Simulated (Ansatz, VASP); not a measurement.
MnO in VASP and in Ansatz

INCAR

```
PREC = Accurate
ENCUT = 520
EDIFF = 1E-6
ISMEAR = -1
SIGMA = 0.05
LREAL = False
LASPH = True
NELM = 150
ALGO = Normal
ISIF = 2
LWAVE = False
LCHARG = False
ISPIN = 2
MAGMOM = 4 0
LORBIT = 11
LMAXMIX = 4
GGA = PS
IVDW = 13
NBANDS = 20
```

The input KPOINTS:

```
Automatic mesh
0
Gamma
  10 10 10
```

File POSCAR:

```
MnO
1.0
    0.0000000000      2.1938512115      2.1938512115
    2.1938512115      0.0000000000      2.1938512115
    2.1938512115      2.1938512115      0.0000000000
Mn O
1 1
Direct
    0.0000000000      0.0000000000      0.0000000000
    0.5000000000      0.5000000000      0.5000000000
```

The input input.yaml:

```yaml
crystal:
  lattice:
    - [0.0, 2.1938512115, 2.1938512115]
    - [2.1938512115, 0.0, 2.1938512115]
    - [2.1938512115, 2.1938512115, 0.0]
  atoms:
    - { symbol: Mn, position: [0.0, 0.0, 0.0], spin: 4.0 }
    - { symbol: O, position: [0.5, 0.5, 0.5] }
hamiltonian:
  xc: pbesol
  pseudopotentials: { kind: paw }
  dispersion: d4
magnetization:
  spin_polarized: true
kpoints:
  mp_grid: { grid: [10, 10, 10] }
scf:
  occupations: { method: fermi_dirac, width: 0.05 }
output:
  forces: true
  stress: true
  eigenvalues: true
```

Alike in both runs: task single point; functional PBEsol; dispersion D4; k mesh 10 × 10 × 10; occupations fermi-dirac, width 0.05 eV; collinear spin.

```csv
,VASP,Ansatz
version,VASP 6.6.1,Ansatz 0.2.0
potentials or method,"VASP PAW PBE potentials, release 64 (Mn_pv, O)",Ansatz PAW
plane-wave cutoff (eV),520,420
valence electrons in the cell,19,21
```

|  | VASP | Ansatz | Ansatz less VASP |
| --- | --- | --- | --- |
| gap on the k mesh at the Fermi level (eV) | none | none | - |
| pressure (GPa) | -5.9 | -6.3 | -0.42 |
| net moment per atom (μB) | 2.30 | 2.30 | 0.000 |
| size of the moment on the site where the two differ most (μB) | 4.20 | 3.90 | -0.299 |

VASP's potentials were made for PBE, not for PBEsol. Site moments also hang on the region over which each program counts them. A gap of «none» marks a metal or a gap that the smearing closes. VASP's potentials hold 19 valence electrons a cell and Ansatz's 21, so a difference there can come from the potentials and not from the codes.
